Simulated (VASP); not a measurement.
# Cu (Fm-3m) in VASP: a series of runs

Cu is run at these levels: PBE; tasks: single point.

All numbers are computed with VASP 6.6.1; they aren't measurements. Logs are shortened: lines on timing, memory, paths and dates and some standing lists are left out, and cuts for length are marked.

### 1 The cell of the first run

It takes space group Fm-3m (No. 225, cubic). Conventional cell: a = 3.615 Å, b = 3.615 Å, c = 3.615 Å, α = 90.00°, β = 90.00°, γ = 90.00°. Cu (site symmetry m-3m) has 12 Cu at 2.56 Å within 3.4 Å.

### 2 Single point, PBE

INCAR

```
PREC = Accurate
ENCUT = 520
EDIFF = 1E-6
ISMEAR = 0
SIGMA = 0.15
LREAL = False
LASPH = True
NELM = 60
ALGO = Fast
ISIF = 2
LWAVE = False
LCHARG = True
GGA = PE
LELF = True
LVHAR = True
NBANDS = 54
```

KPOINTS

```
regular mesh
0
Gamma
  13 18 5
```

POSCAR

```
Cu
1.0
    3.6150000000      0.0000000000      0.0000000000
    0.0000000000      1.8075000000     -1.8075000000
    0.0000000000      7.2300000000      7.2300000000
Cu
8
Direct
    0.0000000000      0.0000000000      0.0000000000
    0.5000000000      0.5000000000      0.1250000000
    0.0000000000      0.0000000000      0.2500000000
    0.5000000000      0.5000000000      0.3750000000
    0.0000000000      0.0000000000      0.5000000000
    0.5000000000      0.5000000000      0.6250000000
    0.0000000000      0.0000000000      0.7500000000
    0.5000000000      0.5000000000      0.8750000000
```

Potentials or basis: VASP PAW PBE potentials, release 64 (Cu).

The run is started by

```
> cat potpaw_PBE.64/Cu/POTCAR > POTCAR
> mpirun -np 1 vasp_std > vasp.out
```

OUTCAR:

```text
PREC = Accurate
   ENCUT = 520
   EDIFF = 1E-6
   ISMEAR = 0
   LREAL = False
   LASPH = True
   NELM = 60
   ISIF = 2
   GGA = PE

 ion  position               nearest neighbor table
   1  0.000  0.000  0.000-   2 2.56   3 2.56   7 2.56   8 2.56   2 2.56   8 2.56   2 2.56   8 2.56
                             2 2.56   8 2.56
   2  0.500  0.500  0.125-   1 2.56   3 2.56   4 2.56   8 2.56   1 2.56   3 2.56   1 2.56   3 2.56
                             1 2.56   3 2.56
   3  0.000  0.000  0.250-   1 2.56   2 2.56   4 2.56   5 2.56   2 2.56   4 2.56   2 2.56   4 2.56
                             2 2.56   4 2.56
   4  0.500  0.500  0.375-   2 2.56   3 2.56   5 2.56   6 2.56   3 2.56   5 2.56   3 2.56   5 2.56
                             3 2.56   5 2.56
   5  0.000  0.000  0.500-   3 2.56   4 2.56   6 2.56   7 2.56   4 2.56   6 2.56   4 2.56   6 2.56
                             4 2.56   6 2.56
   6  0.500  0.500  0.625-   4 2.56   5 2.56   7 2.56   8 2.56   5 2.56   7 2.56   5 2.56   7 2.56
                             5 2.56   7 2.56
   7  0.000  0.000  0.750-   1 2.56   5 2.56   6 2.56   8 2.56   6 2.56   8 2.56   6 2.56   8 2.56
                             6 2.56   8 2.56
   8  0.500  0.500  0.875-   1 2.56   2 2.56   6 2.56   7 2.56   1 2.56   7 2.56   1 2.56   7 2.56
                             1 2.56   7 2.56

  LATTYP: Found a simple orthorhombic cell.
 ALAT       =     2.5561910140
 B/A-ratio  =     1.4142135624
 C/A-ratio  =     4.0000000000

  Lattice vectors:

 A1 = (   0.0000000000,  -1.8075000000,   1.8075000000)
 A2 = (   3.6150000000,   0.0000000000,   0.0000000000)
 A3 = (   0.0000000000,   7.2300000000,   7.2300000000)

Analysis of symmetry for initial positions (statically):
=====================================================================
 Subroutine PRICEL returns following result:

  LATTYP: Found a face centered cubic cell.
 ALAT       =     3.6150000000

  Lattice vectors:

 A1 = (   1.8075000000,   1.8075000000,   0.0000000000)
 A2 = (   0.0000000000,   1.8075000000,   1.8075000000)
 A3 = (   1.8075000000,   0.0000000000,   1.8075000000)

   8 primitive cells build up your supercell.

 Routine SETGRP: Setting up the symmetry group for a
 simple orthorhombic supercell.

 Subroutine GETGRP returns: Found  8 space group operations
 (whereof  8 operations were pure point group operations)
 out of a pool of  8 trial point group operations.

The static configuration has the point symmetry D_2h.

Analysis of symmetry for dynamics (positions and initial velocities):
=====================================================================
 Subroutine PRICEL returns following result:

  LATTYP: Found a face centered cubic cell.
 ALAT       =     3.6150000000

  Lattice vectors:

 A1 = (   1.8075000000,   1.8075000000,   0.0000000000)
 A2 = (   0.0000000000,   1.8075000000,   1.8075000000)
 A3 = (   1.8075000000,   0.0000000000,   1.8075000000)

   8 primitive cells build up your supercell.

 Routine SETGRP: Setting up the symmetry group for a
 simple orthorhombic supercell.

 Subroutine GETGRP returns: Found  8 space group operations
 (whereof  8 operations were pure point group operations)
 out of a pool of  8 trial point group operations.

The dynamic configuration has the point symmetry D_2h.

 Subroutine INISYM returns: Found  8 space group operations
 (whereof  8 operations are pure point group operations),
 and found     8 'primitive' translations

----------------------------------------------------------------------------------------

                                     Primitive cell

  volume of cell :      11.8104

  direct lattice vectors                    reciprocal lattice vectors
     1.807500000  1.807500000  0.000000000     0.276625173  0.276625173 -0.276625173
     0.000000000  1.807500000  1.807500000    -0.276625173  0.276625173  0.276625173
     1.807500000  0.000000000  1.807500000     0.276625173 -0.276625173  0.276625173

  length of vectors
     2.556191014  2.556191014  2.556191014     0.479128854  0.479128854  0.479128854

  position of ions in fractional coordinates (direct lattice)
     0.000000000  0.000000000  0.000000000

  ion indices of the primitive-cell ions
   primitive index   ion index
                 1           1

----------------------------------------------------------------------------------------

 KPOINTS: regular mesh

Automatic generation of k-mesh.
 Grid dimensions read from file:
 generate k-points for:   13   18    5

 Generating k-lattice:

  Cartesian coordinates                     Fractional coordinates (reciprocal lattice)
     0.021278859  0.000000000  0.000000000     0.076923077  0.000000000  0.000000000
     0.000000000  0.015368065 -0.015368065     0.000000000  0.055555556  0.000000000
     0.000000000  0.013831259  0.013831259     0.000000000  0.000000000  0.200000000

  Length of vectors
     0.021278859  0.021733726  0.019560354

  Shift w.r.t. Gamma in fractional coordinates (k-lattice)
     0.000000000  0.000000000  0.000000000

 Subroutine IBZKPT returns following result:
 ===========================================

 Found    210 irreducible k-points:

 Following reciprocal coordinates:
            Coordinates               Weight
  0.000000  0.000000  0.000000      1.000000
  0.076923  0.000000  0.000000      2.000000
  0.153846  0.000000  0.000000      2.000000
  0.230769  0.000000  0.000000      2.000000
  0.307692  0.000000  0.000000      2.000000
  0.384615  0.000000  0.000000      2.000000
[... 16 lines left out ...]
  0.076923  0.166667  0.000000      4.000000
  0.153846  0.166667  0.000000      4.000000
 [... further k-points ...]
   k-points           NKPTS =    210   k-points in BZ     NKDIM =    210   number of bands    NBANDS=     54
   number of dos      NEDOS =    301   number of ions     NIONS =      8
   total plane-waves  NPLWV =  44800
   dimension x,y,z NGX =    28 NGY =   20 NGZ =   80
   dimension x,y,z NGXF=    56 NGYF=   40 NGZF=  160
   ions per type =               8
   NGX,Y,Z   is equivalent  to a cutoff of  12.88, 13.01, 13.01 a.u.
   NGXF,Y,Z  is equivalent  to a cutoff of  25.75, 26.01, 26.01 a.u.
 SYSTEM =  unknown system
   PREC   = accura    normal or accurate (medium, high low for compatibility)
   ISTART =      0    job   : 0-new  1-cont  2-samecut
   ICHARG =      2    charge: 1-file 2-atom 10-const
   ISPIN  =      1    spin polarized calculation?
   LNONCOLLINEAR =      F non collinear calculations
   LSORBIT =      F    spin-orbit coupling
   LASPH  =      T    aspherical Exc in radial PAW
   ENCUT  =  520.0 eV  38.22 Ry    6.18 a.u.   6.72  4.75 19.01*2*pi/ulx,y,z
   NELM   =     60;   NELMIN=  2; NELMDL= -5     # of ELM steps
   EDIFF  = 0.1E-05   stopping-criterion for ELM
   LREAL  =      F    real-space projection
   EDIFFG = 0.1E-04   stopping-criterion for IOM
   NSW    =      0    number of steps for IOM
   IBRION =     -1    ionic relax: 0-MD 1-quasi-New 2-CG
   NFREE  =      0    steps in history (QN), initial steepest desc. (CG)
   ISIF   =      2    stress and relaxation
   ISYM   =      2    0-nonsym 1-usesym 2-fastsym
   POTIM  = 0.5000    time-step for ionic-motion
   TEBEG  =    0.0;   TEEND  =   0.0 temperature during run
   PSTRESS=    0.0 pullay stress
   NELECT =      88.0000    total number of electrons
   NUPDOWN=      -1.0000    fix difference up-down
   EMIN   =  10.00;   EMAX   =-10.00  energy-range for DOS
   EFERMI =   0.00;   METHOD = LEGACY
   ISMEAR =     0;   SIGMA  =   0.15  broadening in eV -4-tet -1-fermi 0-gaus
   EFERMI_NEDOS =   21; number of points for ismear=-14 and -15
   IALGO  =     68    algorithm
   IMIX   =      4    mixing-type and parameters
     AMIX     =   0.40;   BMIX     =  1.00
     AMIX_MAG =   1.60;   BMIX_MAG =  1.00
  volume/ion in A,a.u.               =      11.81        79.70
  Fermi-wavevector in a.u.,A,eV,Ry     =   1.598763  3.021224 34.777078  2.556043
  Thomas-Fermi vector in A             =   2.696162
   LORBIT       =      0    0 simple, 1 ext, 2 COOP (PROOUT), +10 PAW based schemes
   GGA     = PE    functional components
   LHFCALC =     F    Hartree Fock is set to
   AEXX    =    0.0000 exact exchange contribution
   IVDW    =     0    specifies the selected vdW correction
   LEPSILON=     F    determine dielectric tensor
   LRPA    =     F    only Hartree local field effects (RPA)
 non-spin polarized calculation
 RMM-DIIS sequential band-by-band and
 Gauss-broadening in eV      SIGMA  =   0.15
  energy-cutoff  :      520.00
  volume of cell :       94.48
 maximum number of plane-waves:      2575
 NGX is ok and might be reduce to    28

 number of electron      87.9999769 magnetization

 Free energy of the ion-electron system (eV)
  ---------------------------------------------------
  ext. energy  EPLUGINS =         0.00000000
  ---------------------------------------------------
  free energy    TOTEN  =       -29.82454001 eV

  energy without entropy =      -29.79599696  energy(sigma->0) =      -29.81026849

 E-fermi :   7.5932     XC(G=0): -12.7258

 val. band max:        7.5830018126   @ k =   0.1538   0.3889   0.4000
 cond. band min:       7.6014785673   @ k =   0.4615   0.2778   0.2000
 fundamental gap:      0.0184767547
 Fermi energy:         7.5932221595

 k-point     1 :       0.0000    0.0000    0.0000
  band No.  band energies     occupation
      1      -1.7657      2.00000
      2      -0.3002      2.00000
      3      -0.3002      2.00000
      4       2.7058      2.00000
      5       2.8892      2.00000
      6       2.8892      2.00000
[... 46 lines left out ...]
     53      15.4238      0.00000
     54      17.2947      0.00000

 k-point     2 :       0.0769    0.0000    0.0000
  band No.  band energies     occupation
      1      -1.6937      2.00000
      2      -0.2361      2.00000
      3      -0.2361      2.00000
      4       2.7051      2.00000
      5       2.8571      2.00000
      6       2.8571      2.00000
[... 46 lines left out ...]
     53      16.1761      0.00000
     54      16.1972      0.00000
[... 1195 lines left out ...]
     53      16.5515      0.00000
     54      16.6106      0.00000

 k-point    24 :       0.1538    0.1667    0.0000
  band No.  band energies     occupation
      1      -0.8243      2.00000
      2       0.5524      2.00000
      3       0.5524      2.00000
      4       2.9980      2.00000
      5       3.0215      2.00000
      6       3.0215      2.00000
[... 46 lines left out ...]
     53      16.4753      0.00000
     54      17.1719      0.00000

 [... further k-points ...]

------------------------ aborting loop because EDIFF is reached ----------------------------------------

  FORCE on cell =-STRESS in cart. coord.  units (eV):
  Direction    XX          YY          ZZ          XY          YZ          ZX
  --------------------------------------------------------------------------------------
  -------------------------------------------------------------------------------------
  Total        1.2472590      1.4191695      1.4191695     -0.0000000     -0.0433868      0.0000000
  in kB       21.1500953     24.0652255     24.0652255     -0.0000000     -0.7357221      0.0000000
  external PRESSURE =      23.0935155 kB  Pullay stress =       0.0000000 kB

 VOLUME and BASIS-vectors are now :
 -----------------------------------------------------------------------------
  energy-cutoff  :      520.00
  volume of cell :       94.48
      direct lattice vectors                 reciprocal lattice vectors
     3.615000000  0.000000000  0.000000000     0.276625173  0.000000000  0.000000000
     0.000000000  1.807500000 -1.807500000     0.000000000  0.276625173 -0.276625173
     0.000000000  7.230000000  7.230000000     0.000000000  0.069156293  0.069156293

 POSITION                                       TOTAL-FORCE (eV/Angst)
 -----------------------------------------------------------------------------------
      0.00000      0.00000      0.00000        -0.000000      0.000000      0.000000
      1.80750      1.80750      0.00000         0.000000     -0.000000     -0.000000
      0.00000      1.80750      1.80750        -0.000000     -0.000000     -0.000000
      1.80750      3.61500      1.80750         0.000000      0.000000      0.000000
      0.00000      3.61500      3.61500         0.000000      0.000000     -0.000000
      1.80750      5.42250      3.61500        -0.000000      0.000000      0.000000
      0.00000      5.42250      5.42250        -0.000000      0.000000     -0.000000
      1.80750      7.23000      5.42250        -0.000000      0.000000      0.000000
 -----------------------------------------------------------------------------------
    total drift:                                0.000000      0.000000     -0.000000

  FREE ENERGIE OF THE ION-ELECTRON SYSTEM (eV)
  ---------------------------------------------------
  free  energy   TOTEN  =       -29.8245400146 eV

  energy  without entropy=      -29.7959969559  energy(sigma->0) =      -29.81026849
```

Wall time 10 min (1 thread of AMD EPYC 9R45 (Zen 5), shared host); peak memory 0.7 GiB.

Results:

* Free energy: -29.8245 eV
* Pressure: 2.3 GPa
* Band gap on the k mesh: zero (bands 44 and 45 overlap by 3.67 eV)

### 3 Single point, PBE

This run uses another cell than the first one, of the same volume but with other edges.

INCAR

```
SYSTEM = Cu
PREC     = Accurate       ! precision mode
ENCUT    = 520            ! plane-wave cutoff, eV
EDIFF    = 1E-6           ! SCF threshold, eV
ISMEAR   = 0              ! smearing method
SIGMA    = 0.15           ! smearing width, eV
LREAL    = .False.        ! projectors in reciprocal space
LASPH    = .True.         ! aspherical terms in the spheres
NELM     = 80             ! most SCF steps
ALGO     = Fast           ! electronic algorithm
ISIF     = 2              ! what is computed and relaxed
LWAVE    = .False.        ! write WAVECAR
LCHARG   = .True.         ! write CHGCAR
GGA      = PE             ! functional
LELF     = .True.         ! ELF
LVHAR    = .True.       
NBANDS   = 54             ! bands
```

KPOINTS

```
Automatic mesh
0
Gamma
  12 12 12
  0 0 0
```

POSCAR

```
Cu
1.0
   -3.6150000000      3.6150000000      0.0000000000
   -3.6150000000      0.0000000000      3.6150000000
    0.0000000000      3.6150000000      3.6150000000
Cu
8
Direct
    0.0000000000      0.0000000000      0.0000000000
    0.5000000000      0.0000000000      0.0000000000
    0.0000000000      0.5000000000      0.0000000000
    0.0000000000      0.0000000000      0.5000000000
    0.5000000000      0.5000000000      0.0000000000
    0.5000000000      0.0000000000      0.5000000000
    0.0000000000      0.5000000000      0.5000000000
    0.5000000000      0.5000000000      0.5000000000
```

Potentials or basis: VASP PAW PBE potentials, release 64 (Cu).

The run is started by

```
> cat potpaw_PBE.64/Cu/POTCAR > POTCAR
> mpirun -np 1 vasp_std > vasp.out
```

Run time: 11 min. Hardware: 1 thread of Intel Xeon 8259CL, shared host; peak memory 0.41 GiB.

Results (log left out):

| Property | Result |
| --- | --- |
| Free energy | -29.8313 eV |
| Pressure | 2.3 GPa |
| Band gap on the k mesh | zero (bands 44 and 45 overlap by 1.94 eV) |

Levels at points of the mesh, in eV from the Fermi level:
```tsv
k point	band 42	band 43	band 44	band 45	band 46	band 47
(0.00, 0.00, 0.00)	-1.02	-1.02	-1.02	-1.02	1.48	1.48
(0.50, 0.00, 0.00)	-1.61	0.92	0.92	0.92	0.92	0.92
(0.50, 0.50, 0.00)	-1.51	-0.33	-0.33	-0.33	-0.33	6.19
```
